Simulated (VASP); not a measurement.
# W (Im-3m) in VASP: single point with PBEsol

Aim: the single point of W with PBEsol.

Program: VASP 6.6.1. These are calculated values, not measurements. Logs are shortened: lines on timing, memory, paths and dates and some standing lists are left out, and cuts for length are marked.

**1. The cell of the first run**

The structure is cubic, space group Im-3m (No. 229). The conventional cell has a = 3.147 Å, b = 3.147 Å, c = 3.147 Å, α = 90.00°, β = 90.00°, γ = 90.00°. W (site symmetry m-3m) has 14 W at 2.73 to 3.15 Å within 3.6 Å.

**2. Single point, PBEsol**

INCAR reads:

```
SYSTEM = W
PREC = Accurate
ENCUT = 520
EDIFF = 1E-6
ISMEAR = 0
SIGMA = 0.05
LREAL = .FALSE.
LASPH = .TRUE.
NELM = 80
ALGO = Normal
ISIF = 2
LWAVE = .FALSE.
LCHARG = .FALSE.
GGA = PS
NBANDS = 13
```

KPOINTS reads:

```
Automatic mesh
0
G
  18 18 18
  0 0 0
```

POSCAR reads:

```
W
1.0
   -1.5737484435      1.5737484435      1.5737484435
    1.5737484435     -1.5737484435      1.5737484435
    1.5737484435      1.5737484435     -1.5737484435
W
1
Direct
    0.0000000000      0.0000000000      0.0000000000
```

Potentials or basis: VASP PAW PBE potentials, release 64 (W_sv).

Launch:

```bash
> cat potpaw_PBE.64/W_sv/POTCAR > POTCAR
> mpirun -np 1 vasp_std > vasp.out
```

OUTCAR:

```text
SYSTEM = W
   PREC = Accurate
   ENCUT = 520
   EDIFF = 1E-6
   ISMEAR = 0
   LREAL = .FALSE.
   LASPH = .TRUE.
   NELM = 80
   ISIF = 2
   GGA = PS

 ion  position               nearest neighbor table
   1  0.000  0.000  0.000-

  LATTYP: Found a body centered cubic cell.
 ALAT       =     3.1474968870

  Lattice vectors:

 A1 = (  -1.5737484435,   1.5737484435,   1.5737484435)
 A2 = (   1.5737484435,  -1.5737484435,   1.5737484435)
 A3 = (   1.5737484435,   1.5737484435,  -1.5737484435)

Analysis of symmetry for initial positions (statically):
=====================================================================
 Subroutine PRICEL returns:
 Original cell was already a primitive cell.

 Routine SETGRP: Setting up the symmetry group for a
 body centered cubic supercell.

 Subroutine GETGRP returns: Found 48 space group operations
 (whereof 48 operations were pure point group operations)
 out of a pool of 48 trial point group operations.

The static configuration has the point symmetry O_h .

Analysis of symmetry for dynamics (positions and initial velocities):
=====================================================================
 Subroutine PRICEL returns:
 Original cell was already a primitive cell.

 Routine SETGRP: Setting up the symmetry group for a
 body centered cubic supercell.

 Subroutine GETGRP returns: Found 48 space group operations
 (whereof 48 operations were pure point group operations)
 out of a pool of 48 trial point group operations.

The dynamic configuration has the point symmetry O_h .

 Subroutine INISYM returns: Found 48 space group operations
 (whereof 48 operations are pure point group operations),
 and found     1 'primitive' translations

----------------------------------------------------------------------------------------

                                     Primitive cell

  volume of cell :      15.5907

  direct lattice vectors                    reciprocal lattice vectors
    -1.573748443  1.573748443  1.573748443     0.000000000  0.317712784  0.317712784
     1.573748443 -1.573748443  1.573748443     0.317712784  0.000000000  0.317712784
     1.573748443  1.573748443 -1.573748443     0.317712784  0.317712784  0.000000000

  length of vectors
     2.725812262  2.725812262  2.725812262     0.449313729  0.449313729  0.449313729

  position of ions in fractional coordinates (direct lattice)
     0.000000000  0.000000000  0.000000000

  ion indices of the primitive-cell ions
   primitive index   ion index
                 1           1

----------------------------------------------------------------------------------------

 KPOINTS: Automatic mesh

Automatic generation of k-mesh.
 Grid dimensions read from file:
 generate k-points for:   18   18   18

 Generating k-lattice:

  Cartesian coordinates                     Fractional coordinates (reciprocal lattice)
     0.000000000  0.017650710  0.017650710     0.055555556  0.000000000  0.000000000
     0.017650710  0.000000000  0.017650710     0.000000000  0.055555556  0.000000000
     0.017650710  0.017650710  0.000000000     0.000000000  0.000000000  0.055555556

  Length of vectors
     0.024961874  0.024961874  0.024961874

  Shift w.r.t. Gamma in fractional coordinates (k-lattice)
     0.000000000  0.000000000  0.000000000

 Subroutine IBZKPT returns following result:
 ===========================================

 Found    195 irreducible k-points:

 Following reciprocal coordinates:
            Coordinates               Weight
  0.000000  0.000000  0.000000      1.000000
  0.055556  0.000000  0.000000     12.000000
  0.111111  0.000000  0.000000     12.000000
  0.166667  0.000000  0.000000     12.000000
  0.222222  0.000000  0.000000     12.000000
  0.277778  0.000000  0.000000     12.000000
[... 16 lines left out ...]
  0.333333  0.111111  0.000000     48.000000
  0.388889  0.111111 -0.000000     48.000000
 [... further k-points ...]
   k-points           NKPTS =    195   k-points in BZ     NKDIM =    195   number of bands    NBANDS=     13
   number of dos      NEDOS =    301   number of ions     NIONS =      1
   total plane-waves  NPLWV =   8000
   dimension x,y,z NGX =    20 NGY =   20 NGZ =   20
   dimension x,y,z NGXF=    40 NGYF=   40 NGZF=   40
   ions per type =               1
   NGX,Y,Z   is equivalent  to a cutoff of  12.20, 12.20, 12.20 a.u.
   NGXF,Y,Z  is equivalent  to a cutoff of  24.40, 24.40, 24.40 a.u.
 SYSTEM =  W
   PREC   = accura    normal or accurate (medium, high low for compatibility)
   ISTART =      0    job   : 0-new  1-cont  2-samecut
   ICHARG =      2    charge: 1-file 2-atom 10-const
   ISPIN  =      1    spin polarized calculation?
   LNONCOLLINEAR =      F non collinear calculations
   LSORBIT =      F    spin-orbit coupling
   LASPH  =      T    aspherical Exc in radial PAW
   ENCUT  =  520.0 eV  38.22 Ry    6.18 a.u.   5.07  5.07  5.07*2*pi/ulx,y,z
   NELM   =     80;   NELMIN=  2; NELMDL= -5     # of ELM steps
   EDIFF  = 0.1E-05   stopping-criterion for ELM
   LREAL  =      F    real-space projection
   EDIFFG = 0.1E-04   stopping-criterion for IOM
   NSW    =      0    number of steps for IOM
   IBRION =     -1    ionic relax: 0-MD 1-quasi-New 2-CG
   NFREE  =      0    steps in history (QN), initial steepest desc. (CG)
   ISIF   =      2    stress and relaxation
   ISYM   =      2    0-nonsym 1-usesym 2-fastsym
   POTIM  = 0.5000    time-step for ionic-motion
   TEBEG  =    0.0;   TEEND  =   0.0 temperature during run
   PSTRESS=    0.0 pullay stress
   NELECT =      14.0000    total number of electrons
   NUPDOWN=      -1.0000    fix difference up-down
   EMIN   =  10.00;   EMAX   =-10.00  energy-range for DOS
   EFERMI =   0.00;   METHOD = LEGACY
   ISMEAR =     0;   SIGMA  =   0.05  broadening in eV -4-tet -1-fermi 0-gaus
   EFERMI_NEDOS =   21; number of points for ismear=-14 and -15
   IALGO  =     38    algorithm
   IMIX   =      4    mixing-type and parameters
     AMIX     =   0.40;   BMIX     =  1.00
     AMIX_MAG =   1.60;   BMIX_MAG =  1.00
  volume/ion in A,a.u.               =      15.59       105.21
  Fermi-wavevector in a.u.,A,eV,Ry     =   1.579412  2.984657 33.940323  2.494543
  Thomas-Fermi vector in A             =   2.679796
   LORBIT       =      0    0 simple, 1 ext, 2 COOP (PROOUT), +10 PAW based schemes
   GGA     = PS    functional components
   LHFCALC =     F    Hartree Fock is set to
   AEXX    =    0.0000 exact exchange contribution
   IVDW    =     0    specifies the selected vdW correction
   LEPSILON=     F    determine dielectric tensor
   LRPA    =     F    only Hartree local field effects (RPA)
 non-spin polarized calculation
 Gauss-broadening in eV      SIGMA  =   0.05
  energy-cutoff  :      520.00
  volume of cell :       15.59
 maximum number of plane-waves:       432
   NGX = 11   NGY = 11   NGZ = 11

 number of electron      14.0000005 magnetization

 Free energy of the ion-electron system (eV)
  ---------------------------------------------------
  ext. energy  EPLUGINS =         0.00000000
  ---------------------------------------------------
  free energy    TOTEN  =       -13.79903821 eV

  energy without entropy =      -13.79815620  energy(sigma->0) =      -13.79859720

 E-fermi :  11.5050     XC(G=0): -13.8551

 val. band max:       11.4985947159   @ k =  -0.1667   0.1667   0.0556
 cond. band min:      11.5086106987   @ k =  -0.2778   0.3333   0.2222
 fundamental gap:      0.0100159828
 Fermi energy:        11.5049559122

 k-point     1 :       0.0000    0.0000    0.0000
  band No.  band energies     occupation
      1     -62.6069      2.00000
      2     -26.1394      2.00000
      3     -26.1394      2.00000
      4     -26.1394      2.00000
      5       1.7710      2.00000
      6      10.2537      2.00000
      7      10.2537      2.00000
      8      10.2537      2.00000
      9      13.7920      0.00000
     10      13.7920      0.00000
     11      26.0951      0.00000
     12      26.0951      0.00000
     13      26.0951      0.00000

 k-point     2 :       0.0556    0.0000    0.0000
  band No.  band energies     occupation
      1     -62.6025      2.00000
      2     -26.1842      2.00000
      3     -26.1533      2.00000
      4     -26.1397      2.00000
      5       1.9245      2.00000
      6      10.1595      2.00000
      7      10.2329      2.00000
      8      10.4018      2.00000
      9      13.6388      0.00000
     10      13.7926      0.00000
     11      26.2282      0.00000
     12      26.3553      0.00000
     13      26.4799      0.00000

 k-point     3 :       0.1111    0.0000    0.0000
  band No.  band energies     occupation
      1     -62.5900      2.00000
      2     -26.3119      2.00000
      3     -26.1931      2.00000
      4     -26.1404      2.00000
      5       2.3671      2.00000
      6       9.8996      2.00000
      7      10.1423      2.00000
      8      10.8409      2.00000
      9      13.3127      0.00000
     10      13.8021      0.00000
     11      26.5647      0.00000
     12      27.1116      0.00000
     13      27.4654      0.00000

 k-point     4 :       0.1667    0.0000    0.0000
  band No.  band energies     occupation
      1     -62.5708      2.00000
      2     -26.5035      2.00000
      3     -26.2535      2.00000
      4     -26.1415      2.00000
      5       3.0418      2.00000
      6       9.5295      2.00000
      7       9.9380      2.00000
      8      11.5564      0.14547
      9      13.0775      0.00000
     10      13.8392      0.00000
     11      26.8712      0.00000
     12      28.3034      0.00000
     13      28.5412      0.00000

 k-point     5 :       0.2222    0.0000    0.0000
  band No.  band energies     occupation
      1     -62.5472      2.00000
      2     -26.7323      2.00000
      3     -26.3268      2.00000
      4     -26.1429      2.00000
      5       3.8371      2.00000
      6       9.1137      2.00000
      7       9.6900      2.00000
      8      12.5220      0.00000
      9      13.0804      0.00000
     10      13.9236      0.00000
     11      26.7182      0.00000
     12      28.7350      0.00000
     13      29.8561      0.00000

 k-point     6 :       0.2778    0.0000    0.0000
  band No.  band energies     occupation
      1     -62.5220      2.00000
      2     -26.9688      2.00000
      3     -26.4038      2.00000
      4     -26.1443      2.00000
      5       4.5644      2.00000
      6       8.7085      2.00000
      7       9.6395      2.00000
      8      13.2786      0.00000
      9      13.6950      0.00000
     10      14.0653      0.00000
     11      25.9362      0.00000
     12      27.6141      0.00000
     13      31.6947      0.00000

 k-point     7 :       0.3333    0.0000    0.0000
  band No.  band energies     occupation
      1     -62.4983      2.00000
      2     -27.1851      2.00000
      3     -26.4752      2.00000
      4     -26.1458      2.00000
      5       5.0105      2.00000
      6       8.3564      2.00000
      7      10.0386      2.00000
      8      13.5504      0.00000
      9      14.2563      0.00000
     10      15.0045      0.00000
     11      24.8925      0.00000
     12      25.9871      0.00000
     13      32.9832      0.00000
[... 193 lines left out ...]
 k-point    20 :       0.1667    0.1111   -0.0000
  band No.  band energies     occupation
      1     -62.5380      2.00000
      2     -26.7986      2.00000
      3     -26.3286      2.00000
      4     -26.1938      2.00000
      5       4.2153      2.00000
      6       9.1145      2.00000
      7       9.3069      2.00000
      8      12.7339      0.00000
      9      13.1242      0.00000
     10      14.2450      0.00000
     11      27.2841      0.00000
     12      28.2008      0.00000
     13      29.7419      0.00000

 k-point    21 :       0.2222    0.1111    0.0000
  band No.  band energies     occupation
      1     -62.5142      2.00000
      2     -26.9999      2.00000
      3     -26.4172      2.00000
      4     -26.2000      2.00000
      5       4.9622      2.00000
      6       8.7220      2.00000
      7       9.2181      2.00000
      8      12.8918      0.00000
      9      14.3238      0.00000
     10      14.4407      0.00000
     11      26.1298      0.00000
     12      27.7784      0.00000
     13      30.7252      0.00000

 k-point    22 :       0.2778    0.1111    0.0000
  band No.  band energies     occupation
      1     -62.4919      2.00000
      2     -27.1830      2.00000
      3     -26.5032      2.00000
      4     -26.2039      2.00000
      5       5.4411      2.00000
      6       8.4001      2.00000
      7       9.5129      2.00000
      8      13.1934      0.00000
      9      14.5495      0.00000
     10      15.7025      0.00000
     11      24.9013      0.00000
     12      26.4249      0.00000
     13      30.9513      0.00000

 k-point    23 :       0.3333    0.1111    0.0000
  band No.  band energies     occupation
      1     -62.4736      2.00000
      2     -27.3285      2.00000
      3     -26.5738      2.00000
      4     -26.2067      2.00000
      5       5.5859      2.00000
      6       8.1648      2.00000
      7      10.2050      2.00000
      8      13.4890      0.00000
      9      14.6991      0.00000
     10      17.0361      0.00000
     11      23.7336      0.00000
     12      25.0285      0.00000
     13      29.6241      0.00000

 k-point    24 :       0.3889    0.1111   -0.0000
  band No.  band energies     occupation
      1     -62.4617      2.00000
      2     -27.4219      2.00000
      3     -26.6199      2.00000
      4     -26.2083      2.00000
      5       5.5702      2.00000
      6       8.0205      2.00000
      7      10.9578      2.00000
      8      13.5747      0.00000
      9      14.9405      0.00000
     10      18.1111      0.00000
     11      22.6647      0.00000
     12      24.1871      0.00000
     13      28.5908      0.00000

 [... further k-points ...]
[... 5 lines left out ...]
  --------------------------------------------------------------------------------------
  -------------------------------------------------------------------------------------
  Total        0.2744302      0.2744302      0.2744302      0.0000000     -0.0000000      0.0000000
  in kB       28.2017790     28.2017790     28.2017790      0.0000000     -0.0000000      0.0000000
  external PRESSURE =      28.2017790 kB  Pullay stress =       0.0000000 kB

 VOLUME and BASIS-vectors are now :
 -----------------------------------------------------------------------------
  energy-cutoff  :      520.00
  volume of cell :       15.59
      direct lattice vectors                 reciprocal lattice vectors
    -1.573748443  1.573748443  1.573748443     0.000000000  0.317712784  0.317712784
     1.573748443 -1.573748443  1.573748443     0.317712784  0.000000000  0.317712784
     1.573748443  1.573748443 -1.573748443     0.317712784  0.317712784  0.000000000

 POSITION                                       TOTAL-FORCE (eV/Angst)
 -----------------------------------------------------------------------------------
      0.00000      0.00000      0.00000         0.000000      0.000000     -0.000000
 -----------------------------------------------------------------------------------
    total drift:                                0.000000     -0.000000      0.000000

  FREE ENERGIE OF THE ION-ELECTRON SYSTEM (eV)
  ---------------------------------------------------
  free  energy   TOTEN  =       -13.7990382081 eV

  energy  without entropy=      -13.7981561999  energy(sigma->0) =      -13.79859720
```

It took 14 s on 1 thread of Intel Xeon Platinum 8488C (Sapphire Rapids), shared host; peak memory 0.15 GiB.

Results:

```yaml
Free_energy: -13.7990 eV
Pressure: 2.8 GPa
Band_gap_on_the_k_mesh: zero (band 7 reaches 16.82 eV, above the bottom of band 8 at 10.25 eV)
```

Levels at points of the mesh, in eV from the Fermi level:
```csv
k point,band 3,band 4,band 5,band 6,band 7,band 8,band 9,band 10,band 11,band 12
"(0.00, 0.00, 0.00)",-37.64,-37.64,-9.73,-1.25,-1.25,-1.25,2.29,2.29,14.59,14.59
"(0.50, 0.00, 0.00)",-38.09,-37.65,-6.39,-3.64,0.77,2.20,3.19,6.33,11.35,11.55
"(0.50, 0.50, 0.50)",-38.60,-38.60,-5.98,-5.98,5.31,5.31,5.31,8.40,8.40,8.40
```

Caveat: the PAW data sets were made with another functional, which shifts forces and pressure a little; spin-orbit coupling is left out, which moves the levels of the heavy elements.
